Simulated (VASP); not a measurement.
# GaAs: single point with PBE

GaAs:

```
Ga As
1.0
     1.85721   -1.91749    0.00000
     1.85721    1.91749    0.00000
     0.00000    0.00000    7.15357
Ga As
1 1
Cartesian
  1.8572 0.0000 3.5768
  0.0000 0.0000 3.5768
```

- Program: VASP 6.6.1
- Task: single point
- Functional: PBE
- Potentials or basis: VASP PAW PBE potentials, release 64 (Ga_d, As)
- Cutoff: 520 eV
- k mesh: 6 × 6 × 4
- Occupations: gaussian, width 0.1 eV
- Spin: no spin polarisation
- Dipole correction: no
- Further INCAR settings: ALGO = Normal; EDIFF = 1e-06; NBANDS = 16

```json
{
  "Pressure": "129.6 GPa",
  "Band gap on the k mesh": "zero (band 9 reaches 5.95 eV, above the bottom of band 10 at 2.65 eV)"
}
```

Stress tensor (GPa, compression positive):
```
213.73   0.00   0.00
  0.00 174.98   0.00
  0.00   0.00  -0.02
```

Levels at points of the mesh, in eV from the Fermi level:
| k point | band 7 | band 8 | band 9 | band 10 | band 11 | band 12 |
| --- | --- | --- | --- | --- | --- | --- |
| (0.00, 0.00, 0.00) | -7.85 | -1.29 | -0.80 | 1.01 | 5.92 | 5.92 |
| (0.50, 0.00, 0.00) | -12.00 | -2.50 | -1.06 | 5.07 | 5.76 | 6.13 |
| (0.50, 0.50, 0.00) | -9.89 | -7.25 | -3.67 | 0.05 | 3.77 | 5.43 |
| (0.00, 0.00, 0.50) | -7.87 | -1.29 | -0.80 | 2.26 | 2.69 | 5.92 |
| (0.50, 0.00, 0.50) | -12.00 | -2.51 | -1.09 | 5.07 | 6.56 | 7.20 |
| (0.50, 0.50, 0.50) | -9.89 | -7.25 | -3.67 | 0.04 | 3.74 | 5.38 |

Wall time 19 s on 1 thread of Intel(R) Xeon(R) 6975P-C (Granite Rapids), with other jobs on the host, peak memory 0.17 GiB.

Caveat: the k points lie up to 0.39 Å⁻¹ apart.
